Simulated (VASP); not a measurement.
# GaP (Pm-3m) in VASP: single point with PBE

Aim: the single point of GaP with PBE.

All numbers are computed with VASP 6.6.1; they aren't measurements. Logs are shortened: lines on timing, memory, paths and dates and some standing lists are left out, and cuts for length are marked.

### Step 1. The cell of the first run

Symmetry: Pm-3m, No. 221, cubic system. Conventional cell: a = 3.226 Å, b = 3.226 Å, c = 3.226 Å, α = 90.00°, β = 90.00°, γ = 90.00°. Ga (site symmetry m-3m) has 8 P at 2.79 Å and 6 Ga at 3.23 Å within 3.7 Å. P (site symmetry m-3m) has 8 Ga at 2.79 Å and 6 P at 3.23 Å within 3.7 Å.

### Step 2. Single point, PBE

The input, INCAR:

```
ALGO = Normal
EDIFF = 1E-6
ENCUT = 500
GGA = PE
GGA_COMPAT = False
ISIF = 2
ISMEAR = 0
LASPH = True
LCHARG = False
LREAL = False
LWAVE = False
NBANDS = 16
NELM = 120
PREC = Accurate
SIGMA = 0.2
```

The input, KPOINTS:

```
k-points
0
Gamma
  6 6 6
```

The input, POSCAR:

```
GaP
1.0
    3.2256573615      0.0000000000      0.0000000000
    0.0000000000      3.2256573615      0.0000000000
    0.0000000000      0.0000000000      3.2256573615
Ga P
1 1
Direct
    0.5000000000      0.5000000000      0.5000000000
    0.0000000000      0.0000000000      0.0000000000
```

Potentials or basis: VASP PAW PBE potentials, release 64 (Ga_d, P).

Run with:

```bash
$ cat potpaw_PBE.64/Ga_d/POTCAR potpaw_PBE.64/P/POTCAR > POTCAR
$ mpirun -np 1 vasp_std > vasp.out
```

OUTCAR:

```text
EDIFF = 1E-6
   ENCUT = 500
   GGA = PE
   ISIF = 2
   ISMEAR = 0
   LASPH = True
   LREAL = False
   NELM = 120
   PREC = Accurate

 ion  position               nearest neighbor table
   1  0.500  0.500  0.500-   2 2.79   2 2.79   2 2.79   2 2.79   2 2.79   2 2.79   2 2.79   2 2.79

   2  0.000  0.000  0.000-   1 2.79   1 2.79   1 2.79   1 2.79   1 2.79   1 2.79   1 2.79   1 2.79

  LATTYP: Found a simple cubic cell.
 ALAT       =     3.2256573615

  Lattice vectors:

 A1 = (   3.2256573615,   0.0000000000,   0.0000000000)
 A2 = (   0.0000000000,   3.2256573615,   0.0000000000)
 A3 = (   0.0000000000,   0.0000000000,   3.2256573615)

Analysis of symmetry for initial positions (statically):
=====================================================================
 Subroutine PRICEL returns:
 Original cell was already a primitive cell.

 Routine SETGRP: Setting up the symmetry group for a
 simple cubic supercell.

 Subroutine GETGRP returns: Found 48 space group operations
 (whereof 48 operations were pure point group operations)
 out of a pool of 48 trial point group operations.

The static configuration has the point symmetry O_h .

Analysis of symmetry for dynamics (positions and initial velocities):
=====================================================================
 Subroutine PRICEL returns:
 Original cell was already a primitive cell.

 Routine SETGRP: Setting up the symmetry group for a
 simple cubic supercell.

 Subroutine GETGRP returns: Found 48 space group operations
 (whereof 48 operations were pure point group operations)
 out of a pool of 48 trial point group operations.

The dynamic configuration has the point symmetry O_h .

 Subroutine INISYM returns: Found 48 space group operations
 (whereof 48 operations are pure point group operations),
 and found     1 'primitive' translations

----------------------------------------------------------------------------------------

                                     Primitive cell

  volume of cell :      33.5625

  direct lattice vectors                    reciprocal lattice vectors
     3.225657362  0.000000000  0.000000000     0.310014328  0.000000000  0.000000000
     0.000000000  3.225657362  0.000000000     0.000000000  0.310014328  0.000000000
     0.000000000  0.000000000  3.225657362     0.000000000  0.000000000  0.310014328

  length of vectors
     3.225657362  3.225657362  3.225657362     0.310014328  0.310014328  0.310014328

[... 75 lines left out ...]
   EDIFF  = 0.1E-05   stopping-criterion for ELM
   LREAL  =      F    real-space projection
   EDIFFG = 0.1E-04   stopping-criterion for IOM
   NSW    =      0    number of steps for IOM
   IBRION =     -1    ionic relax: 0-MD 1-quasi-New 2-CG
   NFREE  =      0    steps in history (QN), initial steepest desc. (CG)
   ISIF   =      2    stress and relaxation
   ISYM   =      2    0-nonsym 1-usesym 2-fastsym
   POTIM  = 0.5000    time-step for ionic-motion
   TEBEG  =    0.0;   TEEND  =   0.0 temperature during run
   PSTRESS=    0.0 pullay stress
   NELECT =      18.0000    total number of electrons
   NUPDOWN=      -1.0000    fix difference up-down
   EMIN   =  10.00;   EMAX   =-10.00  energy-range for DOS
   EFERMI =   0.00;   METHOD = LEGACY
   ISMEAR =     0;   SIGMA  =   0.20  broadening in eV -4-tet -1-fermi 0-gaus
   EFERMI_NEDOS =   21; number of points for ismear=-14 and -15
   IALGO  =     38    algorithm
   IMIX   =      4    mixing-type and parameters
     AMIX     =   0.40;   BMIX     =  1.00
     AMIX_MAG =   1.60;   BMIX_MAG =  1.00
  volume/ion in A,a.u.               =      16.78       113.25
  Fermi-wavevector in a.u.,A,eV,Ry     =   1.330089  2.513504 24.070574  1.769137
  Thomas-Fermi vector in A             =   2.459202
   LORBIT       =      0    0 simple, 1 ext, 2 COOP (PROOUT), +10 PAW based schemes
   GGA     = PE    functional components
   LHFCALC =     F    Hartree Fock is set to
   AEXX    =    0.0000 exact exchange contribution
   IVDW    =     0    specifies the selected vdW correction
   LEPSILON=     F    determine dielectric tensor
   LRPA    =     F    only Hartree local field effects (RPA)
 non-spin polarized calculation
 Gauss-broadening in eV      SIGMA  =   0.20
  energy-cutoff  :      500.00
  volume of cell :       33.56
 maximum number of plane-waves:       872
 NGX is ok and might be reduce to    24
   NGX = 11   NGY = 11   NGZ = 11

 number of electron      18.0000009 magnetization

 Free energy of the ion-electron system (eV)
  ---------------------------------------------------
  ext. energy  EPLUGINS =         0.00000000
  ---------------------------------------------------
  free energy    TOTEN  =        -7.63738772 eV

  energy without entropy =       -7.60567252  energy(sigma->0) =       -7.62153012

 E-fermi :   6.9672     XC(G=0): -11.2163

 val. band max:        6.9548585505   @ k =   0.1667   0.1667   0.0000
 cond. band min:       6.9875854500   @ k =   0.5000   0.3333   0.1667
 fundamental gap:      0.0327268995
 Fermi energy:         6.9671683554

 k-point     1 :       0.0000    0.0000    0.0000
  band No.  band energies     occupation
      1      -7.7548      2.00000
      2      -7.7548      2.00000
      3      -7.6159      2.00000
      4      -7.6159      2.00000
      5      -7.6159      2.00000
      6      -6.5133      2.00000
[... 357 lines left out ...]
      3      -7.7533      2.00000
      4      -7.5504      2.00000
      5      -7.5504      2.00000
      6      -0.8619      2.00000
[... 8 lines left out ...]
     15      25.8508      0.00000
     16      27.1372      0.00000

------------------------ aborting loop because EDIFF is reached ----------------------------------------

  FORCE on cell =-STRESS in cart. coord.  units (eV):
  Direction    XX          YY          ZZ          XY          YZ          ZX
  --------------------------------------------------------------------------------------
  -------------------------------------------------------------------------------------
  Total       -0.0587931     -0.0587931     -0.0587931      0.0000000      0.0000000     -0.0000000
  in kB       -2.8066130     -2.8066130     -2.8066130      0.0000000      0.0000000     -0.0000000
  external PRESSURE =      -2.8066130 kB  Pullay stress =       0.0000000 kB

 VOLUME and BASIS-vectors are now :
 -----------------------------------------------------------------------------
  energy-cutoff  :      500.00
  volume of cell :       33.56
      direct lattice vectors                 reciprocal lattice vectors
     3.225657362  0.000000000  0.000000000     0.310014328  0.000000000  0.000000000
     0.000000000  3.225657362  0.000000000     0.000000000  0.310014328  0.000000000
     0.000000000  0.000000000  3.225657362     0.000000000  0.000000000  0.310014328

 POSITION                                       TOTAL-FORCE (eV/Angst)
 -----------------------------------------------------------------------------------
      1.61283      1.61283      1.61283         0.000000      0.000000      0.000000
      0.00000      0.00000      0.00000         0.000000      0.000000      0.000000
 -----------------------------------------------------------------------------------
    total drift:                                0.000000      0.000000     -0.000000

  FREE ENERGIE OF THE ION-ELECTRON SYSTEM (eV)
  ---------------------------------------------------
  free  energy   TOTEN  =        -7.6373877162 eV

  energy  without entropy=       -7.6056725163  energy(sigma->0) =       -7.62153012
```

OSZICAR:

```text
N       E                     dE             d eps       ncg     rms          rms(c)
DAV:   1     0.775319783938E+02    0.77532E+02   -0.85704E+03   648   0.169E+03
DAV:   2    -0.236048574163E+01   -0.79892E+02   -0.76623E+02   728   0.321E+02
DAV:   3    -0.766528583646E+01   -0.53048E+01   -0.52766E+01   784   0.597E+01
DAV:   4    -0.773421339307E+01   -0.68928E-01   -0.68910E-01   824   0.724E+00
DAV:   5    -0.773534686143E+01   -0.11335E-02   -0.11334E-02   816   0.886E-01    0.321E+00
DAV:   6    -0.764783300402E+01    0.87514E-01   -0.12707E-01   912   0.690E+00    0.188E+00
DAV:   7    -0.763916025036E+01    0.86728E-02   -0.15788E-02   888   0.920E-01    0.746E-01
DAV:   8    -0.763738368056E+01    0.17766E-02   -0.27103E-03   776   0.540E-01    0.505E-02
DAV:   9    -0.763738322372E+01    0.45684E-06   -0.18053E-04   992   0.212E-01    0.405E-02
DAV:  10    -0.763738619339E+01   -0.29697E-05   -0.68203E-06   776   0.306E-02    0.121E-02
DAV:  11    -0.763738763607E+01   -0.14427E-05   -0.31616E-06   744   0.276E-02    0.390E-03
DAV:  12    -0.763738771620E+01   -0.80129E-07   -0.13977E-07   440   0.332E-03
   1 F= -.76373877E+01 E0= -.76215301E+01  d E =-.317152E-01
```

stdout:

```text
POSCAR found type information on POSCAR GaP
 POSCAR found :  2 types and       2 ions
 scaLAPACK will be used
 LDA part: xc-table for (Slater+PW92), standard interpolation
 POSCAR, INCAR and KPOINTS ok, starting setup
 FFT: planning ... GRIDC
 FFT: planning ... GRID_SOFT
 FFT: planning ... GRID
 WAVECAR not read
 entering main loop
```

Wall time 19 s (1 thread of AMD EPYC 7R13, shared host); peak memory 0.11 GiB.

Results:

```yaml
Free_energy: -7.6374 eV
Pressure: -0.3 GPa
Band_gap_on_the_k_mesh: zero (band 9 reaches 8.23 eV, above the bottom of band 10 at 5.27 eV)
```

Levels at points of the mesh, in eV from the Fermi level:
| k point | band 7 | band 8 | band 9 | band 10 | band 11 | band 12 |
| --- | --- | --- | --- | --- | --- | --- |
| (0.00, 0.00, 0.00) | -1.07 | -0.67 | -0.67 | -0.67 | 4.55 | 4.55 |
| (0.50, 0.00, 0.00) | -8.50 | 1.27 | 1.27 | 3.51 | 3.88 | 5.02 |
| (0.50, 0.50, 0.00) | -5.41 | -5.41 | -4.59 | 2.09 | 7.63 | 7.63 |
| (0.50, 0.50, 0.50) | -2.70 | -2.70 | -2.70 | -1.46 | -0.56 | -0.56 |
